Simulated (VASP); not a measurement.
Here is a VASP 6.6.1 calculation.

POSCAR

```
ZrB2
1.0
    3.1700000000      0.0000000000      0.0000000000
   -1.5850000000      2.7453005300      0.0000000000
    0.0000000000      0.0000000000      3.5330000000
Zr B
1 2
Direct
    0.0000000000      0.0000000000      0.0000000000
    0.3333333333      0.6666666667      0.5000000000
    0.6666666667      0.3333333333      0.5000000000
```

File INCAR.step1:

```
PREC = Accurate
ENCUT = 600
ISMEAR = 0
SIGMA = 0.1
LREAL = F
LASPH = T
NELM = 80
GGA = PE
ALGO = Normal
EDIFF = 1E-4
LWAVE = T
LCHARG = F
LUSENCCL = F
```

The input INCAR.step2:

```
PREC = Accurate
ENCUT = 600
EDIFF = 1E-7
ISMEAR = 0
SIGMA = 0.1
LREAL = F
LASPH = T
NELM = 80
ALGO = Normal
ISIF = 3
LWAVE = F
LCHARG = F
METAGGA = R2SCAN
LMIXTAU = T
IBRION = 2
NSW = 100
EDIFFG = -0.005
ISTART = 1
LUSENCCL = F
```

Contents of KPOINTS:

```
regular mesh
0
Gamma
  15 15 12
```

Potentials or basis: VASP PAW PBE potentials, release 64 (Zr_sv, B).

Launch:

```console
$ cat potpaw_PBE.64/Zr_sv/POTCAR potpaw_PBE.64/B/POTCAR > POTCAR
$ cp INCAR.step1 INCAR
$ mpirun -np 1 vasp_std > vasp.out
$ cp INCAR.step2 INCAR
$ mpirun -np 1 vasp_std > vasp.out
```

(1) Estimate the relaxed volume.

(2) What does it give for the relaxed cell?

(3) What does it give for the band gap on the k mesh?

(4) What does it give for the space group after relaxing (to 0.1 Å)?

## Answers

(1) 10.29 Å³/atom.

(2) a = 3.167 Å, b = 3.167 Å, c = 3.552 Å, α = 90.00°, β = 90.00°, γ = 120.00°.

(3) zero (bands 9 and 10 overlap by 1.12 eV).

(4) P6/mmm (No. 191).

Caveat: the PAW data sets were made with another functional, which shifts forces and pressure a little.
